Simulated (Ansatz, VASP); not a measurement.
# TiNi in VASP and in Ansatz

File INCAR:

```
SYSTEM = TiNi
PREC = Accurate ; ENCUT = 520
EDIFF = 1E-7 ; ISMEAR = 0
SIGMA = 0.15 ; LREAL = .FALSE.
LASPH = .TRUE. ; NELM = 150
ALGO = Fast ; ISIF = 2
LWAVE = .FALSE. ; LCHARG = .FALSE.
ISPIN = 2 ; MAGMOM = 0.31 0.25
LORBIT = 11 ; LMAXMIX = 4
GGA = PS ; NBANDS = 22
```

KPOINTS

```
Automatic mesh
0
G
  16 16 16
  0 0 0
```

Contents of POSCAR:

```
TiNi
1.0
    3.0150000000      0.0000000000      0.0000000000
    0.0000000000      3.0150000000      0.0000000000
    0.0000000000      0.0000000000      3.0150000000
Ti Ni
1 1
Direct
    0.5000000000      0.5000000000      0.4502487562
    0.0000000000      0.0000000000      0.0000000000
```

Input for Ansatz:

```yaml
crystal:
  lattice:
    - [3.015, 0.0, 0.0]
    - [0.0, 3.015, 0.0]
    - [0.0, 0.0, 3.015]
  atoms:
    - { symbol: Ti, position: [0.5, 0.5, 0.4502487562], spin: 0.31 }
    - { symbol: Ni, position: [0.0, 0.0, 0.0], spin: 0.25 }
basis:
  ecutwfc: 420
kpoints:
  mp_grid: { grid: [16, 16, 16] }
hamiltonian:
  xc: pbesol
scf:
  occupations: { method: gaussian, width: 0.15 }
output:
  forces: true
  stress: true
  eigenvalues: true
  populations: true
  write_density: true
  write_potential: true
  elf: true
  volumetric_format: npy
magnetization:
  spin_polarized: true
```

Alike in both runs: task single point; functional PBEsol; k mesh 16 × 16 × 16; occupations gaussian, width 0.15 eV; collinear spin.

|  | VASP | Ansatz |
| --- | --- | --- |
| version | VASP 6.6.1 | Ansatz 0.2.0 |
| potentials or method | VASP PAW PBE potentials, release 64 (Ti_sv, Ni), cutoff 520 eV | scalar-relativistic, plane waves, PAW |
| valence electrons in the cell | 22 | 30 |

Ansatz gave:

```
gap on the k mesh at the Fermi level (eV)                     : none
pressure (GPa)                                                : -6.1
traceless stress, the component that is largest in VASP (GPa) : -0.33
rms of the force components (eV/Å)                            : 0.295
net moment per atom (μB)                                      : 0.00
```

Problem. What did VASP give for the same quantities?

Solution. gap on the k mesh at the Fermi level (eV): none; pressure (GPa): -6.1; traceless stress, the component that is largest in VASP (GPa): -0.35; rms of the force components (eV/Å): 0.295; net moment per atom (μB): 0.00.

VASP's potentials were made for PBE, not for PBEsol. Atom by atom the forces differ by 0.000 eV/Å (rms over components). A gap of «none» marks a metal or a gap that the smearing closes. With one functional, cell and mesh, what is left measures potentials, basis and numerics. VASP's potentials hold 22 valence electrons a cell and Ansatz's 30, so a difference there can come from the potentials and not from the codes. Ansatz's warnings: seeded moment not kept.
